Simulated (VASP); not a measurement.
**SrO: elastic constants with r2SCAN**

SrO:

```
Sr O
1.0
     0.00000    2.79217    2.79217
     2.79217    0.00000    2.79217
     2.79217    2.79217    0.00000
Sr O
1 1
Direct
  0.00000 0.00000 0.00000
  0.25000 0.25000 0.25000
```

```yaml
Program: VASP 6.6.1
Task: elastic constants
Functional: r2SCAN
Potentials_or_basis: VASP PAW PBE potentials, release 64 (Sr_sv, O)
Cutoff: 600 eV
k_mesh: 8 × 8 × 8
Occupations: gaussian, width 0.05 eV
Spin: no spin polarisation
Dipole_correction: no
Ions_in_elastic_constants: relaxed
Further_INCAR_settings: ALGO = Normal; EDIFF = 1e-08; IBRION = 6; POTIM = 0.015; NSW = 1; ISIF = 3
```

| Quantity | Value |
| --- | --- |
| Elastic constants C11, C12, C44 | 73, 64, 26 GPa |
| Voigt bulk modulus | 67 GPa |
| Highest phonon frequency at Γ, LO-TO splitting left out | 334 cm⁻¹ |

Phonon frequencies in cm⁻¹ (negative: imaginary):
| q point | frequencies |
| --- | --- |
| (0.000, 0.000, 0.000) | 0 0 0 334 334 334 |

Elastic tensor in Voigt notation (GPa, in the Cartesian axes of the cell as first typed):
```
73 64 64  0  0  0
64 73 64  0  0  0
64 64 73  0  0  0
 0  0  0 26  0  0
 0  0  0  0 26  0
 0  0  0  0  0 26
```

Clamped-ion elastic tensor (GPa):
```
73 64 64  0  0  0
64 73 64  0  0  0
64 64 73  0  0  0
 0  0  0 47  0  0
 0  0  0  0 47  0
 0  0  0  0  0 47
```

Run time: 58 min on 1 thread of Oxide Virtual Turin-like Processor, with other jobs on the host, peak memory 0.33 GiB.

Caveat: the PAW data sets were made with another functional, which shifts forces and pressure a little.
